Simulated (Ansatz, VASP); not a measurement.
SiN in VASP and in Ansatz

INCAR

```
  PREC = Accurate
  ENCUT = 520
  EDIFF = 1E-6
  ISMEAR = 0
  SIGMA = 0.1
  LREAL = False
  LASPH = True
  NELM = 100
  ALGO = Normal
  ISIF = 2
  LWAVE = False
  LCHARG = False
  LDIPOL = True
  IDIPOL = 3
  DIPOL = 0.5 0.5 0.500
  GGA = PE
  NBANDS = 17
```

File KPOINTS:

```
Automatic mesh
0
Gamma
  6 6 1
```

File POSCAR:

```
SiN
1.0
    3.1257387300      0.0000000000      0.0000000000
   -1.5628698300      2.7069699300      0.0000000000
    0.0000000000      0.0000000000     17.0000000000
Si N
2 2
Direct
    0.3333333300      0.6666666700      0.4516824100
    0.6666666700      0.3333333300      0.5483175900
    0.6666666700      0.3333333300      0.4153963200
    0.3333333300      0.6666666700      0.5846036800
```

Input for Ansatz:

```yaml
crystal:
  lattice:
    - [3.12573873, 0.0, 0.0]
    - [-1.56286983, 2.70696993, 0.0]
    - [0.0, 0.0, 17.0]
  atoms:
    - { symbol: Si, position: [0.33333333, 0.66666667, 0.45168241] }
    - { symbol: Si, position: [0.66666667, 0.33333333, 0.54831759] }
    - { symbol: "N", position: [0.66666667, 0.33333333, 0.41539632] }
    - { symbol: "N", position: [0.33333333, 0.66666667, 0.58460368] }
  periodic: [true, true, false]
basis:
  ecutwfc: 420
kpoints:
  mp_grid: { grid: [6, 6, 1] }
hamiltonian:
  xc: pbe
scf:
  occupations: { method: gaussian, width: 0.1 }
  lower_state_search: "off"
output:
  forces: true
  stress: true
  eigenvalues: true
```

Change from the starting cell: species swapped into a sheet of the ZnN type.

Alike in both runs: task single point; functional PBE; k mesh 6 × 6 × 1; occupations gaussian, width 0.1 eV; no spin polarisation.

|  | VASP | Ansatz |
| --- | --- | --- |
| version | VASP 6.6.1 | Ansatz 0.2.0 |
| potentials or method | VASP PAW PBE potentials, release 64 (Si, N), cutoff 520 eV | scalar-relativistic, plane waves, PAW |
| valence electrons in the cell | 18 | 18 |

|  | VASP | Ansatz | Ansatz less VASP |
| --- | --- | --- | --- |
| gap on the k mesh at the Fermi level (eV) | none | none | - |
| rms of the force components (eV/Å) | 1.058 | 1.060 | +0.0025 |

Atom by atom the forces differ by 0.005 eV/Å (rms over components). A gap of «none» marks a metal or a gap that the smearing closes. The functional is the same, so the differences come from potentials, cutoffs and numerics. Ansatz's warnings: slab cell height set, structure snapped to symmetry.

The k mesh is coarse, so the values compare programs but aren't converged.
